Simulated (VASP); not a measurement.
**NbH5: single point with PBE**

The system is NbH5.

```
CELL_PARAMETERS angstrom
0.00000 2.48775 2.48775
2.48775 0.00000 2.48775
2.48775 2.48775 0.00000
ATOMIC_POSITIONS crystal
Nb 0.00000 0.00000 0.00000
H 0.75000 0.75000 0.75000
H 0.37360 0.37360 0.87920
H 0.37360 0.87920 0.37360
H 0.37360 0.37360 0.37360
H 0.87920 0.37360 0.37360
```

```
Program                : VASP 6.6.1
Task                   : single point
Functional             : PBE
Potentials or basis    : VASP PAW PBE potentials, release 64 (Nb_sv, H)
Cutoff                 : 520 eV
k mesh                 : 14 × 14 × 14
Occupations            : gaussian, width 0.1 eV
Spin                   : no spin polarisation
Dipole correction      : no
Further INCAR settings : ALGO = Normal; EDIFF = 1e-06; NBANDS = 18
```

```yaml
Pressure: -0.5 GPa
Band_gap_on_the_k_mesh: zero (band 9 reaches 8.73 eV, above the bottom of band 10 at 7.88 eV)
```

Forces on the atoms (eV/Å):
```
Nb   0.000  0.000  0.000
H    0.000  0.000  0.000
H    0.002  0.002 -0.002
H    0.002 -0.002  0.002
H   -0.002 -0.002 -0.002
H   -0.002  0.002  0.002
```

Levels at points of the mesh, in eV from the Fermi level:
```csv
k point,band 6,band 7,band 8,band 9,band 10,band 11,band 12,band 13
"(0.00, 0.00, 0.00)",-2.77,-2.77,-2.77,-0.82,0.10,0.10,3.49,3.49
"(0.50, 0.00, 0.00)",-7.99,-3.51,-3.51,-0.56,1.32,1.32,3.32,5.51
"(0.50, 0.50, 0.00)",-7.36,-6.07,-0.60,-0.60,1.33,1.82,1.82,4.41
```

It took 2.7 min on 1 thread of AMD EPYC 7571 (shared host), peak memory 0.16 GiB.
